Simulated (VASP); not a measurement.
A run of VASP 6.6.1:

The input INCAR:

```
  ALGO = Normal
  EDIFF = 1E-6
  ENCUT = 520
  GGA = PE
  ISIF = 2
  ISMEAR = 0
  LASPH = True
  LCHARG = True
  LELF = True
  LREAL = False
  LVHAR = True
  LWAVE = False
  NBANDS = 42
  NELM = 60
  PREC = Accurate
  SIGMA = 0.1
```

The input KPOINTS:

```
k-points
0
Gamma
  12 12 4
```

The input POSCAR:

```
Cd5S
1.0
    3.6670120246      0.0000000000      0.0000000000
   -1.8335060123      3.1757255693      0.0000000000
    0.0000000000      0.0000000000     12.2130849335
Cd S
5 1
Direct
    0.6666666667      0.3333333333      0.8621605512
    0.3333333333      0.6666666667      0.1378394488
    0.6666666667      0.3333333333      0.3173242508
    0.0000000000      0.0000000000      0.5000000000
    0.3333333333      0.6666666667      0.6826757492
    0.0000000000      0.0000000000      0.0000000000
```

Potentials or basis: VASP PAW PBE potentials, release 64 (Cd, S).

Launch:

```bash
$ cat potpaw_PBE.64/Cd/POTCAR potpaw_PBE.64/S/POTCAR > POTCAR
$ mpirun -np 1 vasp_std > vasp.out
```

Hardware: 1 thread of Intel Xeon 8259CL (shared host).

Task: Estimate the wall time of this run.

Result: Run time: 9.2 min on 1 thread of Intel Xeon 8259CL, with other jobs on the host, peak memory 0.46 GiB. Counts: scf iterations 13, k points 69.
